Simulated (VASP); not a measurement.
# CuI: single point with PBEsol+U

Crystal: CuI.

```
CELL_PARAMETERS angstrom
0.00000 3.03150 3.03150
3.03150 0.00000 3.03150
3.03150 3.03150 0.00000
ATOMIC_POSITIONS crystal
I 0.00000 0.00000 0.00000
Cu 0.75000 0.75000 0.75000
```

| Item | Value |
| --- | --- |
| Program | VASP 6.6.1 |
| Task | single point |
| Functional | PBEsol |
| Potentials or basis | VASP PAW PBE potentials, release 64 (I, Cu) |
| Cutoff | 520 eV |
| k mesh | 8 × 8 × 8 |
| Occupations | fermi-dirac, width 0.05 eV |
| Spin | no spin polarisation |
| Hubbard terms | Cu d U = 2.0 eV |
| Dipole correction | no |
| k mesh for the DOS | 12 × 12 × 12 |
| Occupations for the DOS | tetrahedron |
| Further INCAR settings | ALGO = Normal; EDIFF = 1e-06; NBANDS = 16 |

```yaml
Valence_electrons_inside_the_program's_atomic_spheres: I 4.29; Cu 9.97
```

Levels at points of the mesh, in eV from the valence-band top:
```tsv
k point	band 6	band 7	band 8	band 9	band 10	band 11	band 12	band 13
(0.00, 0.00, 0.00)	-2.07	0.00	0.00	0.00	1.34	5.13	5.13	5.13
(0.50, 0.00, 0.00)	-2.05	-2.01	-0.73	-0.73	2.37	5.62	5.62	7.50
(0.50, 0.50, 0.00)	-1.99	-1.97	-1.65	-1.65	2.83	3.10	9.34	10.00
```

Eigenvalues of the final occupation matrices:
| site | spin | trace | eigenvalues |
| --- | --- | --- | --- |
| site 2 d | 1 | 4.71 | 0.94 0.94 0.94 0.94 0.94 |
| site 2 d | 2 | 4.71 | 0.94 0.94 0.94 0.94 0.94 |

Wall time 59 s on 1 thread of Intel Xeon 8259CL, on a shared host, peak memory 0.21 GiB.

Caveat: spin-orbit coupling is left out, which moves the levels of the heavy elements.
